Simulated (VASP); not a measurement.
# Pd3I (P1) in VASP: notebook, part 2 of 2

VASP 6.6.1. The steps go on from the part before.

**3. Single point, LDA+U**

INCAR

```
ALGO     = Normal         # electronic algorithm
EDIFF    = 1E-7           # SCF threshold, eV
ENCUT    = 520            # plane-wave cutoff, eV
ISIF     = 2              # what is computed and relaxed
ISMEAR   = 1              # smearing method
LASPH    = True           # aspherical terms in the spheres
LCHARG   = False          # write CHGCAR
LDAU     = True           # DFT+U
LDAUJ    = 0 0          
LDAUL    = -1 2           # shell
LDAUPRINT= 1            
LDAUTYPE = 2            
LDAUU    = 0 7            # U, eV
LMAXMIX  = 4              # l up to which the mixer works
LREAL    = False          # projectors in reciprocal space
LWAVE    = False          # write WAVECAR
NBANDS   = 26             # bands
NELM     = 150            # most SCF steps
PREC     = Accurate       # precision mode
SIGMA    = 0.1            # smearing width, eV
```

KPOINTS

```
k-points
0
Gamma
  6 6 8
```

POSCAR

```
Pd3I
1.0
   -2.1469490000      2.1469490000      3.8759100000
    2.1469490000     -2.1469490000      3.8759100000
    2.1469490000      2.1469490000     -3.8759100000
I Pd
1 3
Direct
   -0.0042590000     -0.0032520000     -0.0084710000
    0.5020540000      0.5023260000      0.0010920000
    0.2436390000      0.7339870000      0.4839260000
    0.7476760000      0.2541000000      0.5039300000
```

Potentials or basis: VASP PAW LDA potentials, release 64 (I, Pd).

On the command line:

```bash
cat potpaw_LDA.64/I/POTCAR potpaw_LDA.64/Pd/POTCAR > POTCAR
mpirun -np 1 vasp_std > vasp.out
```

OUTCAR:

```text
EDIFF = 1E-7
   ENCUT = 520
   ISIF = 2
   ISMEAR = 1
   LASPH = True
   LREAL = False
   NELM = 150
   PREC = Accurate

 ion  position               nearest neighbor table
   1  0.996  0.997  0.992-   3 2.84   4 2.87   4 2.87   4 2.90   3 2.90   3 2.91   3 2.92   4 2.93
                             2 3.01   2 3.03   2 3.04   2 3.07
   2  0.502  0.502  0.001-   3 2.86   4 2.86   3 2.87   3 2.88   4 2.89   4 2.90   4 2.91   3 2.96
                             1 3.01   1 3.03   1 3.04   1 3.07
   3  0.244  0.734  0.484-   1 2.84   2 2.86   2 2.87   2 2.88   1 2.90   1 2.91   1 2.92   2 2.96
                             4 2.98   4 2.99   4 3.09   4 3.10
   4  0.748  0.254  0.504-   2 2.86   1 2.87   1 2.87   2 2.89   1 2.90   2 2.90   2 2.91   1 2.93
                             3 2.98   3 2.99   3 3.09   3 3.10

  LATTYP: Found a body centered tetragonal cell.
 ALAT       =     4.2938980000
 C/A-ratio  =     1.8053106990

  Lattice vectors:

 A1 = (  -2.1469490000,   2.1469490000,   3.8759100000)
 A2 = (   2.1469490000,  -2.1469490000,   3.8759100000)
 A3 = (   2.1469490000,   2.1469490000,  -3.8759100000)

Analysis of symmetry for initial positions (statically):
=====================================================================
 Subroutine PRICEL returns:
 Original cell was already a primitive cell.

 Routine SETGRP: Setting up the symmetry group for a
 body centered tetragonal supercell.

 Subroutine GETGRP returns: Found  1 space group operations
 (whereof  1 operations were pure point group operations)
 out of a pool of 16 trial point group operations.

[... 275 lines left out ...]
  o =  0.9654  v = -0.0040 -0.0170  0.0057 -0.0180  0.9997  0.0000  0.0000  0.0000  0.0000  0.0000      0.0000  0.0000  0.0000  0.0000  0.0000  0.0000  0.0000  0.0000  0.0000  0.0000
  o =  0.9654  v =  0.0000  0.0000  0.0000  0.0000  0.0000 -0.0040 -0.0170  0.0057 -0.0180  0.9997      0.0000  0.0000  0.0000  0.0000  0.0000  0.0000  0.0000  0.0000  0.0000  0.0000
  o =  0.9818  v =  0.0000  0.0000  0.0000  0.0000  0.0000 -0.9990  0.0308  0.0309 -0.0037 -0.0037      0.0000  0.0000  0.0000  0.0000  0.0000  0.0000  0.0000  0.0000  0.0000  0.0000
  o =  0.9818  v = -0.9990  0.0308  0.0309 -0.0037 -0.0037  0.0000  0.0000  0.0000  0.0000  0.0000      0.0000  0.0000  0.0000  0.0000  0.0000  0.0000  0.0000  0.0000  0.0000  0.0000
  o =  0.9879  v =  0.0314  0.0121  0.9991 -0.0253 -0.0058  0.0000  0.0000  0.0000  0.0000  0.0000      0.0000  0.0000  0.0000  0.0000  0.0000  0.0000  0.0000  0.0000  0.0000  0.0000
  o =  0.9879  v =  0.0000  0.0000  0.0000  0.0000  0.0000  0.0314  0.0121  0.9991 -0.0253 -0.0058      0.0000  0.0000  0.0000  0.0000  0.0000  0.0000  0.0000  0.0000  0.0000  0.0000

 number of electron      37.0000000 magnetization

 Free energy of the ion-electron system (eV)
  ---------------------------------------------------
  ext. energy  EPLUGINS =         0.00000000
  ---------------------------------------------------
  free energy    TOTEN  =       -12.24008300 eV

  energy without entropy =      -12.24123106  energy(sigma->0) =      -12.24046568

 E-fermi :   7.6943     XC(G=0): -12.2791

 val. band max:        7.6937011394   @ k =   0.3333   0.0000   0.1250
 cond. band min:       7.7020047828   @ k =   0.0000   0.3333   0.1250
 fundamental gap:      0.0083036434
 Fermi energy:         7.6942940943

 k-point     1 :       0.0000    0.0000    0.0000
  band No.  band energies     occupation
      1      -6.2796      2.00000
      2       2.1193      2.00000
      3       2.4296      2.00000
      4       2.4448      2.00000
      5       2.8817      2.00000
      6       3.0171      2.00000
[... 685 lines left out ...]
     25      16.9734      0.00000
     26      17.6576      0.00000

 [... further k-points ...]

------------------------ aborting loop because EDIFF is reached ----------------------------------------

  FORCE on cell =-STRESS in cart. coord.  units (eV):
  Direction    XX          YY          ZZ          XY          YZ          ZX
  --------------------------------------------------------------------------------------
  -------------------------------------------------------------------------------------
  Total       -9.4486546     -9.4064823     -9.4930030     -0.0012699      0.0186566     -0.1089519
  in kB     -211.8377838   -210.8922847   -212.8320701     -0.0284703      0.4182788     -2.4426891
  external PRESSURE =    -211.8540462 kB  Pullay stress =       0.0000000 kB

 VOLUME and BASIS-vectors are now :
 -----------------------------------------------------------------------------
  energy-cutoff  :      520.00
  volume of cell :       71.46
      direct lattice vectors                 reciprocal lattice vectors
    -2.146949000  2.146949000  3.875910000     0.000000000  0.232888625  0.129001963
     2.146949000 -2.146949000  3.875910000     0.232888625  0.000000000  0.129001963
     2.146949000  2.146949000 -3.875910000     0.232888625  0.232888625  0.000000000

 POSITION                                       TOTAL-FORCE (eV/Angst)
 -----------------------------------------------------------------------------------
      2.13092      2.12660      3.87963        -0.023638     -0.031618      0.024470
      0.00293      0.00176      3.88865         0.011086      0.013436     -0.033705
      2.09172     -0.01379      1.91354         0.017783      0.006739     -0.003484
      0.02223      2.14159      1.92961        -0.005230      0.011443      0.012719
 -----------------------------------------------------------------------------------
    total drift:                                0.000021     -0.000012     -0.000020

  FREE ENERGIE OF THE ION-ELECTRON SYSTEM (eV)
  ---------------------------------------------------
  free  energy   TOTEN  =       -12.2400829981 eV

  energy  without entropy=      -12.2412310570  energy(sigma->0) =      -12.24046568
```

stdout:

```text
POSCAR found type information on POSCAR I Pd
 POSCAR found :  2 types and       4 ions
 scaLAPACK will be used
 LDA part: xc-table for (Slater(with rela. corr.)+CA(PZ))
 , standard interpolation
 -----------------------------------------------------------------------------
|                                                                             |
|           W    W    AA    RRRRR   N    N  II  N    N   GGGG   !!!           |
|           W    W   A  A   R    R  NN   N  II  NN   N  G    G  !!!           |
|           W    W  A    A  R    R  N N  N  II  N N  N  G       !!!           |
|           W WW W  AAAAAA  RRRRR   N  N N  II  N  N N  G  GGG   !            |
|           WW  WW  A    A  R   R   N   NN  II  N   NN  G    G                |
|           W    W  A    A  R    R  N    N  II  N    N   GGGG   !!!           |
|                                                                             |
|     Your reciprocal lattice and k-lattice belong to different lattice       |
|     classes:                                                                |
|                                                                             |
|        The reciprocal lattice is body-centered tetragonal,                  |
|        whereas your k-lattice is base-centered monoclinic.                  |
|                                                                             |
|     Results are often still useful ...                                      |
|                                                                             |
 -----------------------------------------------------------------------------

 POSCAR, INCAR and KPOINTS ok, starting setup
 FFT: planning ... GRIDC
 FFT: planning ... GRID_SOFT
 FFT: planning ... GRID
 WAVECAR not read
 entering main loop
```

It took 3.2 min on 1 thread of AMD EPYC 9R45 (Zen 5), shared host; peak memory 0.34 GiB.

What came out:

* Free energy: -12.2401 eV
* Pressure: -21.2 GPa
* Largest force: 0.046 eV/Å
* Band gap on the k mesh: zero (an odd number of electrons rules out a gap without spin polarisation)

Forces in eV/Å, atoms in the order of the input:
```
I   -0.024 -0.032  0.024
Pd   0.011  0.013 -0.034
Pd   0.018  0.007 -0.003
Pd  -0.005  0.011  0.013
```

Eigenvalues of the final occupation matrices:
```
    site  spin  trace               eigenvalues
site 2 d     1   4.81  0.95 0.95 0.95 0.98 0.98
site 2 d     2   4.81  0.95 0.95 0.95 0.98 0.98
site 3 d     1   4.82  0.94 0.94 0.97 0.98 0.99
site 3 d     2   4.82  0.94 0.94 0.97 0.98 0.99
site 4 d     1   4.82  0.94 0.94 0.97 0.98 0.99
site 4 d     2   4.82  0.94 0.94 0.97 0.98 0.99
```

Caveat: the cell stands under tension; spin-orbit coupling is left out, which moves the levels of the heavy elements; U without spin polarisation on a metal has little footing.

The gap in the log of VASP goes by the Fermi energy; the results here count the filled bands.